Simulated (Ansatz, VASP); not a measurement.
## Two plane-wave programs on In3Cu

The input INCAR:

```
  PREC = Accurate
  ENCUT = 520
  EDIFF = 1E-6
  ISMEAR = 0
  SIGMA = 0.15
  LREAL = False
  LASPH = True
  NELM = 100
  ALGO = Fast
  ISIF = 2
  LWAVE = False
  LCHARG = True
  GGA = CA
  LELF = True
  LVHAR = True
  NBANDS = 33
```

KPOINTS

```
Automatic mesh
0
Gamma
  10 10 10
```

POSCAR

```
In3Cu
1.0
    4.2540391292     -0.0750373252     -0.0750373252
   -0.0750373252      4.2540391292     -0.0750373252
   -0.0750373252     -0.0750373252      4.2540391292
In Cu
3 1
Direct
    0.0000000000      0.5000000000      0.5000000000
    0.5000000000      0.0000000000      0.5000000000
    0.5000000000      0.5000000000      0.0000000000
    0.0000000000      0.0000000000      0.0000000000
```

Input for Ansatz:

```yaml
crystal:
  lattice:
    - [4.2540391292, -0.0750373252, -0.0750373252]
    - [-0.0750373252, 4.2540391292, -0.0750373252]
    - [-0.0750373252, -0.0750373252, 4.2540391292]
  atoms:
    - { symbol: In, position: [0.0, 0.5, 0.5] }
    - { symbol: In, position: [0.5, 0.0, 0.5] }
    - { symbol: In, position: [0.5, 0.5, 0.0] }
    - { symbol: Cu, position: [0.0, 0.0, 0.0] }
basis:
  ecutwfc: 520.0
kpoints:
  mp_grid: { grid: [10, 10, 10] }
hamiltonian:
  xc: lda
scf:
  occupations: { method: gaussian, width: 0.15 }
output:
  forces: true
  stress: true
  eigenvalues: true
```

Alike in both runs: task single point; functional LDA; k mesh 10 × 10 × 10; occupations gaussian, width 0.15 eV; no spin polarisation.

|  | VASP | Ansatz |
| --- | --- | --- |
| version | VASP 6.6.1 | Ansatz 0.2.0 |
| potentials or method | VASP PAW LDA potentials, release 64 (In_d, Cu), cutoff 520 eV | scalar-relativistic, plane waves, PAW |
| valence electrons in the cell | 50 | 58 |

|  | VASP | Ansatz | Ansatz less VASP |
| --- | --- | --- | --- |
| gap on the k mesh at the Fermi level (eV) | none | none | - |
| pressure (GPa) | 4.1 | 3.9 | -0.23 |

LDA's correlation is that of Perdew and Zunger in VASP and of Perdew and Wang (1992) in Ansatz. A gap of «none» marks a metal or a gap that the smearing closes. VASP's potentials hold 50 valence electrons a cell and Ansatz's 58, so a difference there can come from the potentials and not from the codes.
